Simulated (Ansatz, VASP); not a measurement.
## Two plane-wave programs on KF

```
K F
1.0
     3.21007    0.00000    0.00000
     0.00000    3.21007    0.00000
     0.00000    0.00000    3.35672
K F
1 1
Cartesian
  0.0000 0.0000 0.0000
  1.6050 1.6050 1.6784
```

Change from the starting cell: strain -0.015 along x and y, +0.030 along z, atoms carried along.

Alike in both runs: task single point; functional LDA; k mesh 8 × 8 × 8; occupations gaussian, width 0.05 eV; no spin polarisation.

```csv
,VASP,Ansatz
version,VASP 6.6.1,Ansatz 0.2.0
potentials or method,"VASP PAW LDA potentials, release 64 (K_sv, F), cutoff 520 eV","scalar-relativistic, plane waves, PAW"
valence electrons in the cell,16,16
```

|  | VASP | Ansatz | Ansatz less VASP |
| --- | --- | --- | --- |
| gap on the k mesh at the Fermi level (eV) | 5.85 | 5.86 | +0.015 |
| least direct gap on the mesh (eV) | 5.90 | 5.91 | +0.014 |
| pressure (GPa) | -5.7 | -5.7 | -0.08 |
| traceless stress, the component that is largest in VASP (GPa) | -2.48 | -2.47 | +0.004 |

LDA's correlation is that of Perdew and Zunger in VASP and of Perdew and Wang (1992) in Ansatz.
